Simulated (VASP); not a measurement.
Input of a VASP 6.6.1 run:

Contents of INCAR:

```
PREC = Accurate ; ENCUT = 520
EDIFF = 1E-6 ; ISMEAR = -1
SIGMA = 0.05 ; LREAL = F
LASPH = T ; NELM = 150
ALGO = Normal ; ISIF = 2
LWAVE = F ; LCHARG = F
ISPIN = 2 ; MAGMOM = 2
LORBIT = 11 ; LMAXMIX = 4
GGA = PE ; NBANDS = 14
```

File KPOINTS:

```
Automatic mesh
0
Gamma
  13 13 13
```

Contents of POSCAR:

```
Co
1.0
    0.0000000000      1.7566572351      1.7566572351
    1.7566572351      0.0000000000      1.7566572351
    1.7566572351      1.7566572351      0.0000000000
Co
1
Direct
    0.0000000000      0.0000000000      0.0000000000
```

Potentials or basis: VASP PAW PBE potentials, release 64 (Co).

The run is started by

```sh
$ cat potpaw_PBE.64/Co/POTCAR > POTCAR
$ mpirun -np 1 vasp_std > vasp.out
```

Q: Estimate the pressure.

A: 0.4 GPa.

Q: Predict the site moments.

A: Co +1.65 μB.

Q: Predict the net moment.

A: 1.63 μB per cell.
